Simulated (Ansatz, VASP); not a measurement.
# NaH in VASP and in Ansatz

File POSCAR:

```
NaH
1.0
    0.0000000000      2.5969210614      2.5969210614
    2.5969210614      0.0000000000      2.5969210614
    2.5969210614      2.5969210614      0.0000000000
Na H
1 1
Direct
    0.0000000000      0.0000000000      0.0000000000
    0.2500000000      0.2500000000      0.2500000000
```

The input INCAR.step1:

```
SYSTEM = NaH
  PREC = Accurate
  ENCUT = 520
  EDIFF = 1E-5
  ISMEAR = 0
  SIGMA = 0.01
  LREAL = .FALSE.
  LASPH = .TRUE.
  NELM = 60
  ALGO = Normal
  ISIF = 2
  LWAVE = .TRUE.
  LCHARG = .FALSE.
  NBANDS = 11
  GGA = PE
```

Contents of INCAR.step2:

```
SYSTEM = NaH
  PREC = Accurate
  ENCUT = 520
  EDIFF = 1E-6
  ISMEAR = 0
  SIGMA = 0.01
  LREAL = .FALSE.
  LASPH = .TRUE.
  NELM = 60
  ALGO = Normal
  ISIF = 2
  LWAVE = .FALSE.
  LCHARG = .FALSE.
  GGA = PE
  LHFCALC = .TRUE.
  AEXX = 0.35
  HFSCREEN = 0.3
  PRECFOCK = Normal
  NBANDS = 11
  ISTART = 1
```

File KPOINTS:

```
Automatic mesh
0
G
  4 4 4
  0 0 0
```

Input for Ansatz:

```yaml
crystal:
  lattice:
    - [0.0, 2.5969210614, 2.5969210614]
    - [2.5969210614, 0.0, 2.5969210614]
    - [2.5969210614, 2.5969210614, 0.0]
  atoms:
    - { symbol: Na, position: [0.0, 0.0, 0.0] }
    - { symbol: H, position: [0.25, 0.25, 0.25] }
kpoints:
  mp_grid: { grid: [4, 4, 4] }
hamiltonian:
  xc: { exchange: pbe, correlation: pbe, exx: { coeff: 0.35, omega: 0.3 } }
scf:
  occupations: { method: fixed }
  n_extra_bands: 4
output:
  forces: true
  stress: true
  eigenvalues: true
```

Alike in both runs: task single point; functional PBE-based screened hybrid; k mesh 4 × 4 × 4; no spin polarisation.

```csv
,VASP,Ansatz
version,VASP 6.6.1,Ansatz 0.2.0
potentials or method,"VASP PAW PBE potentials, release 64 (Na_pv, H)",plane waves
plane-wave cutoff (eV),520,420
occupations,"gaussian, width 0.01 eV",fixed
valence electrons in the cell,8,10
```

```csv
,VASP,Ansatz,Ansatz less VASP
gap on the k mesh at the Fermi level (eV),4.72,4.72,+0.007
pressure (GPa),0.0,0.0,-0.01
```

VASP's potentials were made for PBE, not for PBE-based screened hybrid. VASP's potentials hold 8 valence electrons a cell and Ansatz's 10, so a difference there can come from the potentials and not from the codes. Ansatz's warnings: stress exchange threshold loose, stress scf threshold loose.

The k mesh is coarse, so the values compare programs but aren't converged.
